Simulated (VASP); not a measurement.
A run of VASP 6.6.1 is set up as follows.

Contents of INCAR:

```
SYSTEM = GdO
PREC = Accurate
ENCUT = 520
EDIFF = 1E-7
ISMEAR = -1
SIGMA = 0.05
LREAL = .FALSE.
LASPH = .TRUE.
NELM = 150
ALGO = Normal
ISIF = 2
LWAVE = .FALSE.
LCHARG = .TRUE.
ISPIN = 2
MAGMOM = 7 0
LORBIT = 11
LMAXMIX = 6
GGA = PE
LELF = .TRUE.
LVHAR = .TRUE.
NBANDS = 23
```

KPOINTS

```
Automatic mesh
0
G
  9 9 9
  0 0 0
```

File POSCAR:

```
GdO
1.0
    0.0000000000      2.6448824935      2.6448824935
    2.6448824935      0.0000000000      2.6448824935
    2.6448824935      2.6448824935      0.0000000000
Gd O
1 1
Direct
    0.0000000000      0.0000000000      0.0000000000
    0.2500000000      0.2500000000      0.2500000000
```

Potentials or basis: VASP PAW PBE potentials, release 64 (Gd, O).

Command:

```console
$ cat potpaw_PBE.64/Gd/POTCAR potpaw_PBE.64/O/POTCAR > POTCAR
$ mpirun -np 1 vasp_std > vasp.out
```

Task: Estimate the pressure.

Result: 6.0 GPa.

Task: Estimate the net moment.

Result: 7.57 μB per cell.

Task: What does it give for the site moments?

Result: Gd +6.88; O -0.02 μB.

Caveat: a cell with one magnetic atom can't hold antiferromagnetic order, which such compounds often take. The state reached can hang on the start; a lower one may exist.
